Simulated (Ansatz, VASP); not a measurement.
## BaTe: VASP beside Ansatz

File INCAR:

```
SYSTEM = BaTe
PREC     = Accurate       ! precision mode
ENCUT    = 520            ! plane-wave cutoff, eV
EDIFF    = 1E-7           ! SCF threshold, eV
ISMEAR   = 0              ! smearing method
SIGMA    = 0.05           ! smearing width, eV
LREAL    = .FALSE.        ! projectors in reciprocal space
LASPH    = .TRUE.         ! aspherical terms in the spheres
NELM     = 100            ! most SCF steps
ALGO     = Normal         ! electronic algorithm
ISIF     = 2              ! what is computed and relaxed
LWAVE    = .FALSE.        ! write WAVECAR
LCHARG   = .FALSE.        ! write CHGCAR
GGA      = PE             ! functional
IVDW     = 12             ! dispersion correction
NBANDS   = 15             ! bands
```

Contents of KPOINTS:

```
Automatic mesh
0
G
  6 6 6
  0 0 0
```

POSCAR

```
BaTe
1.0
    0.0000000000      3.4614950039      3.4614950039
    3.4614950039      0.0000000000      3.4614950039
    3.4614950039      3.4614950039      0.0000000000
Ba Te
1 1
Direct
    0.5000000000      0.5000000000      0.5000000000
    0.0000000000      0.0000000000      0.0000000000
```

Input for Ansatz:

```yaml
crystal:
  lattice:
    - [0.0, 3.4614950039, 3.4614950039]
    - [3.4614950039, 0.0, 3.4614950039]
    - [3.4614950039, 3.4614950039, 0.0]
  atoms:
    - { symbol: Ba, position: [0.5, 0.5, 0.5] }
    - { symbol: Te, position: [0.0, 0.0, 0.0] }
basis:
  ecutwfc: 420
  ecutrho_ratio: 4
kpoints:
  mp_grid: { grid: [6, 6, 6] }
hamiltonian:
  xc: pbe
  dispersion: d3bj
scf:
  occupations: { method: gaussian, width: 0.05 }
output:
  forces: true
  stress: true
  eigenvalues: true
```

Alike in both runs: task single point; functional PBE; dispersion D3(BJ); k mesh 6 × 6 × 6; occupations gaussian, width 0.05 eV; no spin polarisation.

|  | VASP | Ansatz |
| --- | --- | --- |
| version | VASP 6.6.1 | Ansatz 0.2.0 |
| potentials or method | VASP PAW PBE potentials, release 64 (Ba_sv, Te), cutoff 520 eV | scalar-relativistic, plane waves, PAW |
| valence electrons in the cell | 16 | 26 |

|  | VASP | Ansatz | Ansatz less VASP |
| --- | --- | --- | --- |
| gap on the k mesh at the Fermi level (eV) | 1.44 | 1.53 | +0.090 |
| least direct gap on the mesh (eV) | 1.83 | 1.88 | +0.056 |
| pressure (GPa) | 1.0 | 0.6 | -0.37 |

VASP's potentials hold 16 valence electrons a cell and Ansatz's 26, so a difference there can come from the potentials and not from the codes.

Spin-orbit coupling is off throughout.
